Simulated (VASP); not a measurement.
Write the native input for VASP 6.6.1 that does the following.

| Item | Value |
| --- | --- |
| Task | single point |
| Functional | PBE |
| Potentials or basis | VASP PAW PBE potentials, release 64 (Si, N, C) |
| Cutoff | 520 eV |
| k mesh | 1 × 1 × 1 |
| Occupations | fermi-dirac, width 0.01 eV |
| Spin | no spin polarisation |
| Dipole correction | no |
| Further INCAR settings | LREAL = Auto; ALGO = Normal; EDIFF = 1e-06; NBANDS = 86 |

The structure of Si12CN16 (a cell with a defect) (C interstitial hop between voids) lies in POSCAR:

```
Si12CN16
1.0
    7.6633883300      0.0000000000      0.0000000000
   -3.8316941700      6.6366889800      0.0000000000
    0.0000000000      0.0000000000      5.8522780000
Si N C
12 16 1
Direct
    0.2298559351      0.8213607744      0.3746525712
    0.4037771113      0.2236200920      0.1218940727
    0.8231498991      0.5943343152      0.1272398543
    0.1785937099      0.4022150214      0.3754925860
    0.5910959922      0.7645707092      0.3782407466
    0.7620561028      0.1756791683      0.1467587493
    0.2265744274      0.8129883766      0.8753029162
    0.4073557693      0.2243635350      0.6238020477
    0.8248528301      0.5945616876      0.6261262708
    0.1608287318      0.3689094076      0.8684585729
    0.5842105891      0.7510389616      0.8801981041
    0.7759170625      0.1798282251      0.6198919463
    0.3313232552      0.6616401662      0.3735084013
    0.6647550899      0.3318018980      0.1312206973
    0.9662736709      0.6750941642      0.3751800581
    0.3068233824      0.9612175618      0.1213356577
    0.6583676834      0.6896921061      0.1307689074
    0.3226699895      0.2825558054      0.3729158116
    0.0255499900      0.3318225408      0.1331339694
    0.6896649471      0.0253546611      0.3831942023
    0.3256232310      0.6522528045      0.8712897781
    0.6688548532      0.3316803012      0.6215085818
    0.9629173057      0.6631644203      0.8777281257
    0.2968102804      0.9605595530      0.6282944864
    0.6717287745      0.7042342973      0.6278326149
    0.3601516064      0.3139451022      0.8718543446
    0.0324723580      0.3302033599      0.6122858483
    0.7451033487      0.0429226081      0.8864669450
   -0.0325002781      0.1019952874     -0.0230124065
```

These files were run (other wordings do the same):

INCAR

```
SYSTEM = Si12CN16
PREC     = Accurate       ! precision mode
ENCUT    = 520            ! plane-wave cutoff, eV
EDIFF    = 1E-6           ! SCF threshold, eV
ISMEAR   = -1             ! smearing method
SIGMA    = 0.01           ! smearing width, eV
LREAL    = Auto         
LASPH    = .TRUE.         ! aspherical terms in the spheres
NELM     = 80             ! most SCF steps
ALGO     = Normal         ! electronic algorithm
ISIF     = 2              ! what is computed and relaxed
LWAVE    = .FALSE.        ! write WAVECAR
LCHARG   = .FALSE.        ! write CHGCAR
GGA      = PE             ! functional
NBANDS   = 86             ! bands
```

KPOINTS

```
regular mesh
0
G
  1 1 1
  0 0 0
```

Potentials or basis: VASP PAW PBE potentials, release 64 (Si, N, C).

Launch:

```bash
$ cat potpaw_PBE.64/Si/POTCAR potpaw_PBE.64/N/POTCAR potpaw_PBE.64/C/POTCAR > POTCAR
$ mpirun -np 1 vasp_gam > vasp.out
```

It gave:

* Pressure: 2.9 GPa
* Largest force: 0.044 eV/Å
* Band gap on the k mesh: 2.58 eV

Caveat: the k points lie up to 1.07 Å⁻¹ apart.

Wall time 110 s on 1 thread of AMD EPYC 7R13 Processor (Zen 3), on a shared host, peak memory 0.36 GiB.
